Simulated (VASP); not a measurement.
Input of a VASP 6.6.1 run:

POSCAR

```
SiC3
1.0
    1.4011356688      0.8089460555      4.6228977466
   -1.4011356688      0.8089460555      4.6228977466
    0.0000000000     -1.6178921111      4.6228977466
C Si
3 1
Direct
    1.0082378925      0.0082378925      0.0082378925
    0.4889604675      0.4889604675      0.4889604675
    0.3791724032      0.3791724032      0.3791724032
    0.8736292368      0.8736292368      0.8736292368
```

File INCAR.step1:

```
SYSTEM = SiC3
ALGO = Normal ; EDIFF = 1E-4
ENCUT = 520 ; GGA = PE
ISMEAR = 0 ; LASPH = .TRUE.
LCHARG = .FALSE. ; LREAL = .FALSE.
LWAVE = .TRUE. ; NBANDS = 16
NELM = 60 ; PREC = Accurate
SIGMA = 0.01
```

Contents of INCAR.step2:

```
SYSTEM = SiC3
ALGO = Normal ; EDIFF = 1E-7
ENCUT = 520 ; ISIF = 2
ISMEAR = 0 ; ISTART = 1
LASPH = .TRUE. ; LCHARG = .TRUE.
LELF = .TRUE. ; LMIXTAU = .TRUE.
LREAL = .FALSE. ; LVHAR = .TRUE.
LWAVE = .FALSE. ; METAGGA = R2SCAN
NBANDS = 16 ; NELM = 60
PREC = Accurate ; SIGMA = 0.01
```

The input KPOINTS:

```
k-points
0
G
  8 8 8
  0 0 0
```

Potentials or basis: VASP PAW PBE potentials, release 64 (C, Si).

Launch:

```sh
$ cat potpaw_PBE.64/C/POTCAR potpaw_PBE.64/Si/POTCAR > POTCAR
$ cp INCAR.step1 INCAR
$ mpirun -np 1 vasp_std > vasp.out
$ cp INCAR.step2 INCAR
$ mpirun -np 1 vasp_std > vasp.out
```

What does it give for the largest force?

0.225 eV/Å.

Predict the pressure.

9.4 GPa.

What does it give for the band gap on the k mesh?

1.90 eV, indirect (least direct gap 3.63 eV).

Stress tensor (GPa, compression positive):
```
 8.92  0.00  0.00
 0.00  8.92  0.00
 0.00  0.00 10.25
```

Caveat: the PAW data sets were made with another functional, which shifts forces and pressure a little. A k mesh can miss the band edges.
